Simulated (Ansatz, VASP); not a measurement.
## Two plane-wave programs on ZrB2

Contents of INCAR:

```
SYSTEM = ZrB2
ALGO = Normal
EDIFF = 1E-6
ENCUT = 520
GGA = PS
ISIF = 2
ISMEAR = 0
LASPH = .True.
LCHARG = .True.
LELF = .True.
LREAL = .False.
LVHAR = .True.
LWAVE = .False.
NBANDS = 16
NELM = 80
PREC = Accurate
SIGMA = 0.15
```

File KPOINTS:

```
k-points
0
Gamma
  15 15 12
  0 0 0
```

Contents of POSCAR:

```
ZrB2
1.0
    3.2179000000      0.0000000000      0.0000000000
   -1.6089500000      2.7867831468      0.0000000000
    0.0000000000      0.0000000000      3.3899000000
Zr B
1 2
Direct
    0.0000000000      0.0000000000      0.0000000000
    0.3333333333      0.6666666667      0.5000000000
    0.6666666667      0.3333333333      0.5000000000
```

Input for Ansatz:

```yaml
crystal:
  lattice:
    - [3.2179, 0.0, 0.0]
    - [-1.60895, 2.7867831468, 0.0]
    - [0.0, 0.0, 3.3899]
  atoms:
    - { symbol: Zr, position: [0.0, 0.0, 0.0] }
    - { symbol: B, position: [0.3333333333, 0.6666666667, 0.5] }
    - { symbol: B, position: [0.6666666667, 0.3333333333, 0.5] }
basis:
  ecutwfc: 520.0
kpoints:
  mp_grid: { grid: [15, 15, 12] }
hamiltonian:
  xc: pbesol
scf:
  occupations: { method: gaussian, width: 0.15 }
output:
  forces: true
  stress: true
  eigenvalues: true
```

Alike in both runs: task single point; functional PBEsol; k mesh 15 × 15 × 12; occupations gaussian, width 0.15 eV; no spin polarisation.

|  | VASP | Ansatz |
| --- | --- | --- |
| version | VASP 6.6.1 | Ansatz 0.2.0 |
| potentials or method | VASP PAW PBE potentials, release 64 (Zr_sv, B), cutoff 520 eV | scalar-relativistic, plane waves, PAW |
| valence electrons in the cell | 18 | 18 |

```tsv
	VASP	Ansatz	Ansatz less VASP
gap on the k mesh at the Fermi level (eV)	none	none	-
pressure (GPa)	-1.5	-1.9	-0.36
traceless stress, the component that is largest in VASP (GPa)	12.00	12.00	0.000
```

VASP's potentials were made for PBE, not for PBEsol. A gap of «none» marks a metal or a gap that the smearing closes. The functional is the same, so the differences come from potentials, cutoffs and numerics.
